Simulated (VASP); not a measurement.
Here is a VASP 6.6.1 calculation.

INCAR

```
SYSTEM = Ga3Te2O
PREC = Accurate ; ENCUT = 520
EDIFF = 1E-7 ; ISMEAR = 0
SIGMA = 0.1 ; LREAL = .False.
LASPH = .True. ; NELM = 60
ALGO = Normal ; ISIF = 2
LWAVE = .False. ; LCHARG = .False.
GGA = PE ; NBANDS = 38
```

KPOINTS

```
regular mesh
0
Gamma
  3 3 6
  0 0 0
```

File POSCAR:

```
Ga3Te2O
1.0
    6.4764943900      0.0000000000      0.0000000000
   -3.2382472000      5.6088086700      0.0000000000
    0.0000000000      0.0000000000      3.5552822600
Ga Te O
3 2 1
Direct
    0.5000000000      0.0000000000      0.5000000000
    0.5000000000      0.5000000000      0.5000000000
    0.0000000000      0.5000000000      0.5000000000
    0.3333333300      0.6666666700      0.0000000000
    0.6666666700      0.3333333300      0.0000000000
    0.0000000000      0.0000000000      0.0000000000
```

Potentials or basis: VASP PAW PBE potentials, release 64 (Ga_d, Te, O).

The run is started by

```console
$ cat potpaw_PBE.64/Ga_d/POTCAR potpaw_PBE.64/Te/POTCAR potpaw_PBE.64/O/POTCAR > POTCAR
$ mpirun -np 1 vasp_std > vasp.out
```

(1) What does it give for the band gap on the k mesh?

(2) Predict the pressure.

## Answers

(1) zero (an odd number of electrons rules out a gap without spin polarisation).

(2) 19.3 GPa.

Caveat: the k points lie up to 0.37 Å⁻¹ apart, too coarse for converged energies and pressures of a metal; spin-orbit coupling is left out, which moves the levels of the heavy elements; an odd number of electrons without spin polarisation forces a metal; a magnetic or distorted state may lie lower.
